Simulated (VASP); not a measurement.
Runs of VASP 6.6.1 on LiCl. The structure is that of space group P6_3/mmc (No. 194), or close to it. The cells are those of the table. 

```csv
level,cell,k mesh,gap on the mesh (eV)
PBE,"a = 4.145, b = 4.145, c = 5.234 Å, angles 90.0, 90.0, 120.0°, 4 atoms",6 × 6 × 4,5.68
r2SCAN,"a = 4.120, b = 4.120, c = 5.180 Å, angles 90.0, 90.0, 120.0°, 4 atoms",6 × 6 × 4,(b)
PBE,"a = 4.270, b = 4.270, c = 5.391 Å, angles 90.0, 90.0, 120.0°, 4 atoms",6 × 6 × 4,(a)
r2SCAN,"a = 4.162, b = 4.162, c = 5.233 Å, angles 90.0, 90.0, 120.0°, 4 atoms",12 × 12 × 6,6.35
r2SCAN,"a = 4.162, b = 4.162, c = 5.233 Å, angles 90.0, 90.0, 120.0°, 4 atoms",6 × 6 × 4,6.35
r2SCAN,"a = 4.077, b = 4.077, c = 5.126 Å, angles 90.0, 90.0, 120.0°, 4 atoms",6 × 6 × 4,6.56
PBE,"a = 4.229, b = 4.229, c = 5.339 Å, angles 90.0, 90.0, 120.0°, 4 atoms",6 × 6 × 4,5.49
r2SCAN,"a = 4.203, b = 4.203, c = 5.284 Å, angles 90.0, 90.0, 120.0°, 4 atoms",6 × 6 × 4,6.25
```

Alike in all rows: task single point; potentials or basis VASP PAW PBE potentials, release 64 (Li_sv, Cl); no spin polarisation; cutoff (eV) 520; smearing gaussian 0.01 eV.

Problem. Fill in the values left out.

Solution. (a) 5.41; (b) 6.46.

A k mesh can miss the band edges.
